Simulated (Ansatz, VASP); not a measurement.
## LiF in VASP and in Ansatz

File INCAR:

```
SYSTEM = LiF
ALGO = Normal ; EDIFF = 1E-6
ENCUT = 520 ; GGA = CA
ISIF = 2 ; ISMEAR = 0
LASPH = .TRUE. ; LCHARG = .FALSE.
LREAL = .FALSE. ; LWAVE = .FALSE.
NBANDS = 12 ; NELM = 60
PREC = Accurate ; SIGMA = 0.05
```

File KPOINTS:

```
k-points
0
G
  10 10 10
  0 0 0
```

File POSCAR:

```
LiF
1.0
    0.0000000000      2.0542800000      2.0140000000
    2.0140000000      0.0000000000      2.0140000000
    2.0140000000      2.0542800000      0.0000000000
Li F
1 1
Direct
    0.0000000000      0.0000000000      0.0000000000
    0.5000000000      0.5000000000      0.5000000000
```

Input for Ansatz:

```yaml
crystal:
  lattice:
    - [0.0, 2.05428, 2.014]
    - [2.014, 0.0, 2.014]
    - [2.014, 2.05428, 0.0]
  atoms:
    - { symbol: Li, position: [0.0, 0.0, 0.0] }
    - { symbol: F, position: [0.5, 0.5, 0.5] }
basis:
  ecutwfc: 420
kpoints:
  mp_grid: { grid: [10, 10, 10] }
hamiltonian:
  xc: lda
scf:
  occupations: { method: gaussian, width: 0.05 }
output:
  forces: true
  stress: true
  eigenvalues: true
```

Change from the starting cell: strain +0.0200 x Voigt [0, 1, 0, 0, 0, 0], atoms carried along.

Alike in both runs: task single point; functional LDA; k mesh 10 × 10 × 10; occupations gaussian, width 0.05 eV; no spin polarisation.

|  | VASP | Ansatz |
| --- | --- | --- |
| version | VASP 6.6.1 | Ansatz 0.2.0 |
| potentials or method | VASP PAW LDA potentials, release 64 (Li_sv, F), cutoff 520 eV | scalar-relativistic, plane waves, PAW |
| valence electrons in the cell | 10 | 10 |

|  | VASP | Ansatz | Ansatz less VASP |
| --- | --- | --- | --- |
| gap on the k mesh at the Fermi level (eV) | 8.63 | 8.64 | +0.010 |
| least direct gap on the mesh (eV) | 8.63 | 8.64 | +0.010 |

LDA's correlation is that of Perdew and Zunger in VASP and of Perdew and Wang (1992) in Ansatz.

Noted on VASP's run: the cutoff is short for stress, so the pressure is rough.
